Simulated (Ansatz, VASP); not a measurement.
# Si3IrRu in VASP and in Ansatz

The input INCAR:

```
SYSTEM = Si3IrRu
PREC = Accurate
ENCUT = 600
EDIFF = 1E-6
ISMEAR = 0
SIGMA = 0.2
LREAL = .FALSE.
LASPH = .TRUE.
NELM = 60
ALGO = Normal
ISIF = 3
LWAVE = .FALSE.
LCHARG = .FALSE.
GGA = PE
IBRION = 2
NSW = 36
EDIFFG = -0.08
```

Contents of KPOINTS:

```
regular mesh
0
G
  5 5 2
  0 0 0
```

Contents of POSCAR:

```
Si3IrRu
1.0
    3.6000000000      0.0000000000      0.0000000000
   -1.8000000000      3.1176914500      0.0000000000
    0.0000000000      0.0000000000     12.4000000000
Si Ru Ir
6 2 2
Direct
    0.6666666700      0.3333333300      0.4300000000
    0.6666666700      0.3333333300      0.0700000000
    0.0000000000      0.0000000000      0.2500000000
    0.3333333300      0.6666666700      0.5700000000
    0.3333333300      0.6666666700      0.9300000000
    0.0000000000      0.0000000000      0.7500000000
    0.3333333300      0.6666666700      0.3570000000
    0.6666666700      0.3333333300      0.8570000000
    0.3333333300      0.6666666700      0.1430000000
    0.6666666700      0.3333333300      0.6430000000
```

Input for Ansatz:

```yaml
crystal:
  lattice:
    - [3.6, 0.0, 0.0]
    - [-1.8, 3.11769145, 0.0]
    - [0.0, 0.0, 12.4]
  atoms:
    - { symbol: Si, position: [0.66666667, 0.33333333, 0.43] }
    - { symbol: Si, position: [0.66666667, 0.33333333, 0.07] }
    - { symbol: Si, position: [0.0, 0.0, 0.25] }
    - { symbol: Si, position: [0.33333333, 0.66666667, 0.57] }
    - { symbol: Si, position: [0.33333333, 0.66666667, 0.93] }
    - { symbol: Si, position: [0.0, 0.0, 0.75] }
    - { symbol: Ru, position: [0.33333333, 0.66666667, 0.357] }
    - { symbol: Ru, position: [0.66666667, 0.33333333, 0.857] }
    - { symbol: Ir, position: [0.33333333, 0.66666667, 0.143] }
    - { symbol: Ir, position: [0.66666667, 0.33333333, 0.643] }
basis:
  ecutwfc: 420
kpoints:
  mp_grid: { grid: [5, 5, 2] }
hamiltonian:
  xc: pbe
scf:
  occupations: { method: gaussian, width: 0.2 }
  lower_state_search: "off"
output:
  forces: true
  stress: true
  eigenvalues: true
relax:
  adjacent_minimum: "off"
  f_tol: 0.08
  max_steps: 16
  cell: { stress_tol: 0.8 }
```

Alike in both runs: task relaxation of cell and atoms; functional PBE; k mesh 5 × 5 × 2; occupations gaussian, width 0.2 eV; no spin polarisation.

```csv
,VASP,Ansatz
version,VASP 6.6.1,Ansatz 0.2.0
potentials or method,"VASP PAW PBE potentials, release 64 (Si, Ru_pv, Ir), cutoff 600 eV","scalar-relativistic, plane waves, PAW"
valence electrons in the cell,70,90
```

|  | VASP | Ansatz | Ansatz less VASP |
| --- | --- | --- | --- |
| gap on the k mesh at the Fermi level, each at its own relaxed structure (eV) | none | none | - |
| relaxed volume (Å³/atom) | 15.24 | 15.26 | +0.020 |
| relaxed length of the cell vector where the two differ most in proportion (Å) | 3.738 | 3.743 | +0.0046 |

A gap of «none» marks a metal or a gap that the smearing closes. VASP's potentials hold 70 valence electrons a cell and Ansatz's 90, so a difference there can come from the potentials and not from the codes.

The k mesh is coarse, so the values compare programs but aren't converged. Spin-orbit coupling is off throughout.
